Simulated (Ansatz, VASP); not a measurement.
# Hf in VASP and in Ansatz

The input INCAR:

```
SYSTEM = Hf
  PREC = Accurate
  ENCUT = 400
  EDIFF = 1E-8
  ISMEAR = -1
  SIGMA = 0.05
  LREAL = .FALSE.
  LASPH = .TRUE.
  NELM = 120
  ALGO = Normal
  ISIF = 2
  LWAVE = .FALSE.
  LCHARG = .FALSE.
  GGA = PE
  LEFG = .TRUE.
  NBANDS = 17
  GGA_COMPAT = .FALSE.
```

File KPOINTS:

```
Automatic mesh
0
G
  13 13 7
  0 0 0
```

The input POSCAR:

```
Hf
1.0
    3.2606324947      0.0000000000      0.0000000000
   -1.6303162473      2.8237905728      0.0000000000
    0.0000000000      0.0000000000      5.0578000000
Hf
2
Direct
    0.3333333333      0.6666666667      0.2500000000
    0.6666666667      0.3333333333      0.7500000000
```

Input for Ansatz:

```yaml
crystal:
  lattice:
    - [3.2606324947, 0.0, 0.0]
    - [-1.6303162473, 2.8237905728, 0.0]
    - [0.0, 0.0, 5.0578]
  atoms:
    - { symbol: Hf, position: [0.3333333333, 0.6666666667, 0.25] }
    - { symbol: Hf, position: [0.6666666667, 0.3333333333, 0.75] }
kpoints:
  mp_grid: { grid: [13, 13, 7] }
scf:
  occupations: { method: fermi_dirac, width: 0.05 }
hamiltonian:
  xc: pbe
  pseudopotentials: { kind: all_electron, datasets: crystal }
output:
  forces: true
  stress: true
  eigenvalues: true
  efg: { contact_densities: true }
```

Change from the starting cell: equal xx and yy strain of +2 %, crystal datasets.

Alike in both runs: task electric field gradients; functional PBE; k mesh 13 × 13 × 7; occupations fermi-dirac, width 0.05 eV; no spin polarisation.

|  | VASP | Ansatz |
| --- | --- | --- |
| version | VASP 6.6.1 | Ansatz 0.2.0 |
| potentials or method | VASP PAW PBE potentials, release 64 (Hf_pv), cutoff 400 eV | all-electron PAW with datasets made for the crystal, scalar-relativistic |

Ansatz gave:

```
pressure (GPa)                                                : -3.2
traceless stress, the component that is largest in VASP (GPa) : 1.40
size of Vzz on the site where it differs most (V/Å²)          : 95.4
```

Problem. Which values does VASP return?

Solution. Pressure (GPa): -3.7; traceless stress, the component that is largest in VASP (GPa): 1.34; size of Vzz on the site where it differs most (V/Å²): 87.2.

Ansatz ran all-electron here, and VASP with PAW potentials.

Neither program's run includes spin-orbit coupling.
